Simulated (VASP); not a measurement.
Crystal: As2Se.

```
As Se
1.0
    -3.52942    3.52942    2.65357
     3.52942   -3.52942    2.65357
     3.52942    3.52942   -2.65357
As Se
4 2
Direct
  0.87500 0.12500 0.75000
  0.37500 0.12500 0.25000
  0.87500 0.62500 0.75000
  0.87500 0.12500 0.25000
  0.50000 0.50000 0.00000
  0.25000 0.75000 0.50000
```

| Item | Value |
| --- | --- |
| Program | VASP 6.6.1 |
| Task | relaxation of cell and atoms |
| Functional | PBEsol |
| Potentials or basis | VASP PAW PBE potentials, release 64 (As, Se) |
| Cutoff | 600 eV |
| k mesh | 8 × 8 × 8 |
| Occupations | gaussian, width 0.1 eV |
| Spin | no spin polarisation |

At the start: pressure -3.3 GPa; volume 22.04 Å³/atom.

Problem. Where does the relaxation end?

Solution. Over 9 steps the energy falls by 10.5 meV/atom and the volume is 21.05 Å³/atom (-4.5 %); space group I4_1/amd (No. 141, to 0.05 Å).

Step by step:
| step | energy change (eV) | largest force (eV/Å) | pressure (GPa) | volume (Å³) |
| --- | --- | --- | --- | --- |
| 1 | 0.0000 | 0.0000 | -3.30 | 132.22 |
| 2 | -0.0444 | 0.0000 | 1.94 | 123.71 |
| 3 | -0.0619 | 0.0000 | -0.03 | 126.55 |
| 4 | -0.0618 | 0.0000 | -0.10 | 126.66 |
| 5 | -0.0625 | 0.0000 | -0.08 | 126.56 |
| 6 | -0.0628 | 0.0000 | -0.07 | 126.44 |
| 7 | -0.0628 | 0.0000 | -0.06 | 126.41 |
| 8 | -0.0628 | 0.0000 | 0.06 | 126.23 |
| 9 | -0.0628 | 0.0000 | 0.00 | 126.32 |

Final structure:
```yaml
crystal:
  lattice:
    - [-3.47274, 3.47274, 2.61850]
    - [3.47274, -3.47274, 2.61850]
    - [3.47274, 3.47274, -2.61850]
  atoms:
    - { symbol: As, position: [0.87500, 0.12500, 0.75000] }
    - { symbol: As, position: [0.37500, 0.12500, 0.25000] }
    - { symbol: As, position: [0.87500, 0.62500, 0.75000] }
    - { symbol: As, position: [0.87500, 0.12500, 0.25000] }
    - { symbol: Se, position: [0.50000, 0.50000, 0.00000] }
    - { symbol: Se, position: [0.25000, 0.75000, 0.50000] }
```

Caveat: the PAW data sets were made with another functional, which shifts forces and pressure a little.
